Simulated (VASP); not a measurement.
Here is a VASP 6.6.1 calculation.

The input POSCAR:

```
BaTiO3
1.0
    2.8273666084      1.6323808724      2.3183934932
   -2.8273666084      1.6323808724      2.3183934932
    0.0000000000     -3.2647617449      2.3183934932
Ba Ti O
1 1 3
Direct
    0.0000000000      0.0000000000      0.0000000000
    0.4845000000      0.4845000000      0.4845000000
    0.5086000000      0.0175000000      0.5086000000
    0.0175000000      0.5086000000      0.5086000000
    0.5086000000      0.5086000000      0.0175000000
```

INCAR.step1

```
PREC = Accurate
ENCUT = 520
EDIFF = 1E-5
ISMEAR = 0
SIGMA = 0.01
LREAL = False
LASPH = True
NELM = 120
ALGO = Normal
ISIF = 2
LWAVE = True
LCHARG = False
NBANDS = 28
GGA = PE
GGA_COMPAT = False
```

Contents of INCAR.step2:

```
PREC = Accurate
ENCUT = 520
EDIFF = 1E-6
ISMEAR = 0
SIGMA = 0.01
LREAL = False
LASPH = True
NELM = 120
ALGO = Normal
ISIF = 2
LWAVE = False
LCHARG = False
GGA = PE
LHFCALC = True
HFSCREEN = 0.2079
PRECFOCK = Normal
NBANDS = 28
ISTART = 1
GGA_COMPAT = False
```

File KPOINTS:

```
regular mesh
0
Gamma
  4 4 4
```

Potentials or basis: VASP PAW PBE potentials, release 64 (Ba_sv, Ti_sv, O).

Run with:

```bash
$ cat potpaw_PBE.64/Ba_sv/POTCAR potpaw_PBE.64/Ti_sv/POTCAR potpaw_PBE.64/O/POTCAR > POTCAR
$ cp INCAR.step1 INCAR
$ mpirun -np 1 vasp_std > vasp.out
$ cp INCAR.step2 INCAR
$ mpirun -np 1 vasp_std > vasp.out
```

What does it give for the largest force?

0.129 eV/Å.

Predict the pressure.

1.4 GPa.

Estimate the band gap on the k mesh.

3.83 eV (least direct gap 4.23 eV).

Stress tensor (GPa, compression positive):
```
1.37 0.00 0.00
0.00 1.37 0.00
0.00 0.00 1.55
```

Caveat: the PAW data sets were made with another functional, which shifts forces and pressure a little; spin-orbit coupling is left out, which moves the levels of the heavy elements. A k mesh can miss the band edges.
